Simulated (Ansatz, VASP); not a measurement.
**KCl in VASP and in Ansatz**

INCAR

```
SYSTEM = KCl
PREC = Accurate ; ENCUT = 500
EDIFF = 1E-6 ; ISMEAR = 0
SIGMA = 0.02 ; LREAL = .False.
LASPH = .True. ; NELM = 120
ALGO = Normal ; ISIF = 2
LWAVE = .False. ; LCHARG = .False.
GGA = PE ; NBANDS = 15
GGA_COMPAT = .False.
```

Contents of KPOINTS:

```
Automatic mesh
0
Gamma
  6 6 6
  0 0 0
```

The input POSCAR:

```
KCl
1.0
    0.0000000000      3.1907005808      3.1907005808
    3.1907005808      0.0000000000      3.1907005808
    3.1907005808      3.1907005808      0.0000000000
K Cl
1 1
Direct
    0.0000000000      0.0000000000      0.0000000000
    0.5000000000      0.5000000000      0.5000000000
```

Input for Ansatz:

```yaml
crystal:
  lattice:
    - [0.0, 3.1907005808, 3.1907005808]
    - [3.1907005808, 0.0, 3.1907005808]
    - [3.1907005808, 3.1907005808, 0.0]
  atoms:
    - { symbol: K, position: [0.0, 0.0, 0.0] }
    - { symbol: Cl, position: [0.5, 0.5, 0.5] }
basis:
  ecutwfc: 420
kpoints:
  mp_grid: { grid: [6, 6, 6] }
  band_path:
    path:
      - [[0.0, 0.0, 0.0], [0.5, 0.0, 0.5], [0.625, 0.25, 0.625]]
      - [[0.375, 0.375, 0.75], [0.0, 0.0, 0.0], [0.5, 0.5, 0.5], [0.5, 0.25, 0.75], [0.5, 0.0, 0.5]]
    npoints: 10
hamiltonian:
  xc: pbe
  pseudopotentials: { kind: paw }
scf:
  occupations: { method: gaussian, width: 0.02 }
  n_extra_bands: 7
output:
  forces: true
  stress: true
  eigenvalues: true
  write_density: true
  write_potential: true
  elf: true
  volumetric_format: npy
```

Alike in both runs: task single point; functional PBE; k mesh 6 × 6 × 6; occupations gaussian, width 0.02 eV; no spin polarisation.

```csv
,VASP,Ansatz
version,VASP 6.6.1,Ansatz 0.2.0
potentials or method,"VASP PAW PBE potentials, release 64 (K_sv, Cl), cutoff 500 eV","scalar-relativistic, plane waves, PAW"
valence electrons in the cell,16,16
```

|  | VASP | Ansatz | Ansatz less VASP |
| --- | --- | --- | --- |
| gap on the k mesh at the Fermi level (eV) | 5.05 | 5.05 | +0.002 |
| least direct gap on the mesh (eV) | 5.05 | 5.05 | +0.002 |
| pressure (GPa) | 0.0 | 0.0 | -0.01 |
